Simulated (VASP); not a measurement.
# LiNbO3 (R-3c) in VASP: notebook, part 2 of 2

VASP 6.6.1. Earlier steps stand in the parts before.

## Step 3: Single point, PBE

This run uses another cell than the first one, of the same volume but with other edges.

File INCAR:

```
ALGO     = Normal         # electronic algorithm
EDIFF    = 1E-6           # SCF threshold, eV
ENCUT    = 520            # plane-wave cutoff, eV
GGA      = PE             # functional
ISIF     = 2              # what is computed and relaxed
ISMEAR   = 0              # smearing method
LASPH    = T              # aspherical terms in the spheres
LCHARG   = F              # write CHGCAR
LREAL    = F              # projectors in reciprocal space
LWAVE    = F              # write WAVECAR
NBANDS   = 45             # bands
NELM     = 80             # most SCF steps
PREC     = Accurate       # precision mode
SIGMA    = 0.05           # smearing width, eV
```

File KPOINTS:

```
k-points
0
Gamma
  6 6 6
```

File POSCAR:

```
LiNbO3
1.0
    2.7391116143      1.5814268279      4.1800669308
   -2.7391116143      1.5814268279      4.1800669308
    0.0000000000     -3.1628536556      4.1800669309
Li Nb O
2 2 6
Direct
    0.2500000000      0.2500000000      0.2500000000
    0.7500000000      0.7500000000      0.7500000000
    0.0000000000      0.0000000000      0.0000000000
    0.5000000000      0.5000000000      0.5000000000
    0.1207624291      0.3792375709      0.7500000000
    0.7500000000      0.1207624291      0.3792375709
    0.3792375709      0.7500000000      0.1207624291
    0.8792375709      0.6207624291      0.2500000000
    0.2500000000      0.8792375709      0.6207624291
    0.6207624291      0.2500000000      0.8792375709
```

Potentials or basis: VASP PAW PBE potentials, release 64 (Li_sv, Nb_sv, O).

Command:

```console
$ cat potpaw_PBE.64/Li_sv/POTCAR potpaw_PBE.64/Nb_sv/POTCAR potpaw_PBE.64/O/POTCAR > POTCAR
$ mpirun -np 1 vasp_std > vasp.out
```

Wall time 1.7 min (1 thread of Intel Xeon 6975P-C (Granite Rapids), shared host); peak memory 0.3 GiB.

It converged, with:

- Free energy: -78.8448 eV
- Largest force: 0.702 eV/Å
- Band gap on the k mesh: 1.81 eV

Forces on the atoms (eV/Å):
```
Li   0.000  0.000  0.000
Li   0.000  0.000  0.000
Nb   0.000  0.000  0.000
Nb   0.000  0.000  0.000
O    0.702  0.000  0.000
O   -0.351  0.608  0.000
O   -0.351 -0.608  0.000
O   -0.702  0.000  0.000
O    0.351 -0.608  0.000
O    0.351  0.608  0.000
```

Levels at points of the mesh, in eV from the valence-band top:
| k point | band 31 | band 32 | band 33 | band 34 | band 35 | band 36 | band 37 | band 38 |
| --- | --- | --- | --- | --- | --- | --- | --- | --- |
| (0.00, 0.00, 0.00) | -0.70 | -0.28 | -0.28 | 0.00 | 1.81 | 2.25 | 2.25 | 4.01 |
| (0.50, 0.00, 0.00) | -0.38 | -0.38 | -0.35 | -0.35 | 3.48 | 3.48 | 3.67 | 3.67 |
| (0.50, 0.50, 0.00) | -1.19 | -0.83 | -0.72 | -0.16 | 2.05 | 2.83 | 3.19 | 3.92 |
| (0.50, 0.50, 0.50) | -0.74 | -0.74 | -0.74 | -0.74 | 3.03 | 3.03 | 3.83 | 3.83 |

 A k mesh can miss the band edges.

## Step 4: Single point, PBE

This run uses another cell than the first one, of the same volume but with other edges.

File INCAR:

```
PREC = Accurate
ENCUT = 520
EDIFF = 1E-7
ISMEAR = 0
SIGMA = 0.05
LREAL = F
LASPH = T
NELM = 60
ALGO = Normal
ISIF = 2
LWAVE = F
LCHARG = T
GGA = PE
LELF = T
LVHAR = T
NBANDS = 45
```

File KPOINTS:

```
regular mesh
0
Gamma
  6 6 6
```

File POSCAR:

```
LiNbO3
1.0
    2.6722716124      1.5428367348      4.3917893192
   -2.6722716124      1.5428367348      4.3917893192
    0.0000000000     -3.0856734694      4.3917893192
Li Nb O
2 2 6
Direct
    0.2500000000      0.2500000000      0.2500000000
    0.7500000000      0.7500000000      0.7500000000
    0.0000000000      0.0000000000      0.0000000000
    0.5000000000      0.5000000000      0.5000000000
    0.1494812620      0.3505187380      0.7500000000
    0.7500000000      0.1494812620      0.3505187380
    0.3505187380      0.7500000000      0.1494812620
    0.8505187380      0.6494812620      0.2500000000
    0.2500000000      0.8505187380      0.6494812620
    0.6494812620      0.2500000000      0.8505187380
```

Command:

```console
$ cat potpaw_PBE.64/Li_sv/POTCAR potpaw_PBE.64/Nb_sv/POTCAR potpaw_PBE.64/O/POTCAR > POTCAR
$ mpirun -np 1 vasp_std > vasp.out
```

Run time: 88 s. Hardware: 1 thread of Intel Xeon 6975P-C (Granite Rapids), shared host; peak memory 0.31 GiB.

Results (log left out):

| Quantity | Value |
| --- | --- |
| Free energy | -79.4509 eV |
| Largest force | 0.502 eV/Å |
| Band gap on the k mesh | 2.50 eV (least direct gap 2.60 eV) |

Forces on the atoms (eV/Å):
```
Li   0.000  0.000  0.000
Li   0.000  0.000  0.000
Nb   0.000  0.000  0.000
Nb   0.000  0.000  0.000
O   -0.502  0.000  0.000
O    0.251 -0.435  0.000
O    0.251  0.435  0.000
O    0.502  0.000  0.000
O   -0.251  0.435  0.000
O   -0.251 -0.435  0.000
```

Levels at points of the mesh, in eV from the valence-band top:
```tsv
k point	band 30	band 31	band 32	band 33	band 34	band 35	band 36	band 37	band 38	band 39
(0.00, 0.00, 0.00)	-0.39	-0.39	-0.16	-0.16	-0.10	2.53	2.56	2.56	5.04	5.04
(0.50, 0.00, 0.00)	-0.53	-0.30	-0.30	-0.22	-0.22	4.30	4.30	4.35	4.35	4.44
(0.50, 0.50, 0.00)	-1.25	-0.95	-0.49	-0.23	-0.18	2.50	3.93	4.29	4.62	5.17
(0.50, 0.50, 0.50)	-0.53	-0.47	-0.47	-0.47	-0.47	4.08	4.08	4.60	4.60	4.60
```

## Step 5: Single point, PBE

This run uses another cell than the first one, of the same volume but with other edges.

File INCAR:

```
  PREC = Accurate
  ENCUT = 520
  EDIFF = 1E-7
  ISMEAR = 0
  SIGMA = 0.05
  LREAL = False
  LASPH = True
  NELM = 100
  ALGO = Normal
  ISIF = 2
  LWAVE = False
  LCHARG = False
  GGA = PE
  NBANDS = 45
```

KPOINTS is that of step 4.

POSCAR: that of step 4 with these lines changed.

```diff
@@ -2,5 +2,5 @@
 1.0
-    2.6722716124      1.5428367348      4.3917893192
-   -2.6722716124      1.5428367348      4.3917893192
-    0.0000000000     -3.0856734694      4.3917893192
+    2.5559574486      1.4756827210      4.8005992799
+   -2.5559574486      1.4756827210      4.8005992799
+    0.0000000000     -2.9513654419      4.8005992799
 Li Nb O
```

Command:

```console
$ cat potpaw_PBE.64/Li_sv/POTCAR potpaw_PBE.64/Nb_sv/POTCAR potpaw_PBE.64/O/POTCAR > POTCAR
$ mpirun -np 1 vasp_std > vasp.out
```

It took 1.8 min on 1 thread of Intel Xeon 6975P-C (Granite Rapids), shared host; peak memory 0.32 GiB.

The run converged. Its results:

```yaml
Free_energy: -79.3360 eV
Largest_force: 0.749 eV/Å
Band_gap_on_the_k_mesh: 2.33 eV (least direct gap 2.45 eV)
```

Forces on the atoms (eV/Å):
```
Li   0.000  0.000  0.000
Li   0.000  0.000  0.000
Nb   0.000  0.000  0.000
Nb   0.000  0.000  0.000
O   -0.749  0.000  0.000
O    0.375 -0.649  0.000
O    0.375  0.649  0.000
O    0.749  0.000  0.000
O   -0.375  0.649  0.000
O   -0.375 -0.649  0.000
```

Levels at points of the mesh, in eV from the valence-band top:
```csv
k point,band 30,band 31,band 32,band 33,band 34,band 35,band 36,band 37,band 38,band 39
"(0.00, 0.00, 0.00)",-0.43,-0.18,-0.18,-0.09,-0.09,2.36,2.36,2.80,4.90,4.90
"(0.50, 0.00, 0.00)",-0.62,-0.51,-0.51,-0.26,-0.26,4.03,4.03,4.16,4.16,4.49
"(0.50, 0.50, 0.00)",-1.21,-0.98,-0.62,-0.34,-0.12,2.33,3.85,4.26,4.31,5.07
"(0.50, 0.50, 0.50)",-0.59,-0.25,-0.25,-0.25,-0.25,4.42,4.42,4.42,4.42,4.47
```

 A k mesh can miss the band edges.

## Step 6: Single point, PBE

This run uses another cell than the first one, of the same volume but with other edges.

File INCAR:

```
SYSTEM = LiNbO3
ALGO = Normal ; EDIFF = 1E-7
ENCUT = 520 ; GGA = PE
ISIF = 2 ; ISMEAR = 0
LASPH = .True. ; LCHARG = .False.
LREAL = .False. ; LWAVE = .False.
NBANDS = 45 ; NELM = 60
PREC = Accurate ; SIGMA = 0.05
```

File KPOINTS:

```
k-points
0
Gamma
  6 6 6
  0 0 0
```

File POSCAR:

```
LiNbO3
1.0
    2.5048192932      1.4461580933      4.9986173815
   -2.5048192932      1.4461580933      4.9986173815
    0.0000000000     -2.8923161864      4.9986173816
Li Nb O
2 2 6
Direct
    0.2500000000      0.2500000000      0.2500000000
    0.7500000000      0.7500000000      0.7500000000
    0.0000000000      0.0000000000      0.0000000000
    0.5000000000      0.5000000000      0.5000000000
    0.1399083177      0.3600916823      0.7500000000
    0.7500000000      0.1399083177      0.3600916823
    0.3600916823      0.7500000000      0.1399083177
    0.8600916823      0.6399083177      0.2500000000
    0.2500000000      0.8600916823      0.6399083177
    0.6399083177      0.2500000000      0.8600916823
```

Potentials or basis: VASP PAW PBE potentials, release 64 (Li_sv, Nb_sv, O).

Command:

```console
$ cat potpaw_PBE.64/Li_sv/POTCAR potpaw_PBE.64/Nb_sv/POTCAR potpaw_PBE.64/O/POTCAR > POTCAR
$ mpirun -np 1 vasp_std > vasp.out
```

Wall time 2.5 min (1 thread of Intel Xeon 6975P-C (Granite Rapids), shared host); peak memory 0.36 GiB.

Results (log left out):

```yaml
Free_energy: -79.0543 eV
Largest_force: 0.499 eV/Å
Band_gap_on_the_k_mesh: 2.14 eV (least direct gap 2.26 eV)
```

Forces in eV/Å, atoms in the order of the input:
```
Li   0.000  0.000  0.000
Li   0.000  0.000  0.000
Nb   0.000  0.000  0.000
Nb   0.000  0.000  0.000
O   -0.499  0.000  0.000
O    0.250 -0.432  0.000
O    0.250  0.432  0.000
O    0.499  0.000  0.000
O   -0.250  0.432  0.000
O   -0.250 -0.432  0.000
```

Levels at points of the mesh, in eV from the valence-band top:
```
           k point  band 31  band 32  band 33  band 34  band 35  band 36  band 37  band 38
(0.00, 0.00, 0.00)    -0.11    -0.11    -0.06    -0.06     2.20     2.20     2.77     4.52
(0.50, 0.00, 0.00)    -0.55    -0.55    -0.25    -0.25     3.74     3.74     3.87     3.87
(0.50, 0.50, 0.00)    -0.96    -0.79    -0.31    -0.17     2.14     3.51     3.92     3.95
(0.50, 0.50, 0.50)    -0.15    -0.15    -0.15    -0.15     4.13     4.13     4.13     4.13
```

 A k mesh can miss the band edges.

## Step 7: The runs side by side

| cell | gap on the mesh (eV) | largest force (eV/Å) |
| --- | --- | --- |
| a = 5.124 Å, angles 66.6°, 10 atoms, atomic positions A | 1.64 | 0.08 |
| a = 5.242 Å, angles 63.0°, 10 atoms, atomic positions B | 1.81 | 0.70 |
| a = 5.367 Å, angles 59.7°, 10 atoms, atomic positions A | 2.50 | 0.50 |
| a = 5.635 Å, angles 53.9°, 10 atoms, atomic positions A | 2.33 | 0.75 |
| a = 5.775 Å, angles 51.4°, 10 atoms, atomic positions C | 2.14 | 0.50 |

Alike in all rows: task single point; level PBE; potentials or basis VASP PAW PBE potentials, release 64 (Li_sv, Nb_sv, O); no spin polarisation; k mesh 6 × 6 × 6; cutoff (eV) 520; smearing gaussian 0.05 eV.

Total energies depend on the potentials used, so only differences within one code and one set of settings carry meaning.
